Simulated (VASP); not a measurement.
The system is BiB.

```
CELL_PARAMETERS angstrom
1.48479 0.85725 4.72935
-1.48479 0.85725 4.72935
0.00000 -1.71449 4.72935
ATOMIC_POSITIONS crystal
B 0.50000 0.50000 0.50000
Bi 0.00000 0.00000 0.00000
```

* Program: VASP 6.6.1
* Task: relaxation of cell and atoms
* Functional: PBE
* Potentials or basis: VASP PAW PBE potentials, release 64 (B, Bi_d)
* Cutoff: 600 eV
* k mesh: 6 × 6 × 6
* Occupations: gaussian, width 0.1 eV
* Spin: no spin polarisation

At the start: pressure 18.6 GPa; volume 18.06 Å³/atom.

**Question.** Where does the relaxation end?

**Answer.** Over 14 steps the energy falls by 1026.5 meV/atom and the volume is 18.49 Å³/atom (+2.4 %); space group R-3m (No. 166, to 0.1 Å) before, Fm-3m (No. 225, to 0.1 Å).

The path:
| step | energy change (eV) | largest force (eV/Å) | pressure (GPa) | volume (Å³) |
| --- | --- | --- | --- | --- |
| 1 | 0.0000 | 0.0000 | 18.58 | 36.12 |
| 2 | -0.8941 | 0.0000 | -7.20 | 47.47 |
| 3 | -0.9108 | 0.0000 | -5.05 | 45.13 |
| 4 | -1.1496 | 0.0000 | -2.77 | 41.93 |
| 5 | -1.5147 | 0.0000 | 0.44 | 38.20 |
| 6 | -1.6398 | 0.0000 | 24.42 | 30.41 |
| 7 | -1.8098 | 0.0000 | 7.23 | 34.39 |
| 8 | -1.8307 | 0.0000 | 13.48 | 32.47 |
| 9 | -1.8424 | 0.0000 | 10.54 | 33.20 |
| 10 | -1.9218 | 0.0000 | 10.77 | 33.21 |
| 11 | -1.9367 | 0.0000 | 11.09 | 33.17 |
| 12 | -2.0150 | 0.0000 | 5.88 | 34.66 |
| 13 | -2.0478 | 0.0000 | -1.86 | 37.81 |
| 14 | -2.0529 | 0.0000 | -0.09 | 36.99 |

Final structure:
```
B Bi
1.0
     1.86221    1.07515    3.07881
    -1.86221    1.07515    3.07881
     0.00000   -2.15029    3.07881
B Bi
1 1
Direct
  0.50000 0.50000 0.50000
  0.00000 0.00000 0.00000
```

Caveat: the k points lie up to 0.34 Å⁻¹ apart in the final cell, too coarse for converged energies and pressures of a metal; a cell axis changed by over 15 % at a fixed basis, so the end point is rough.
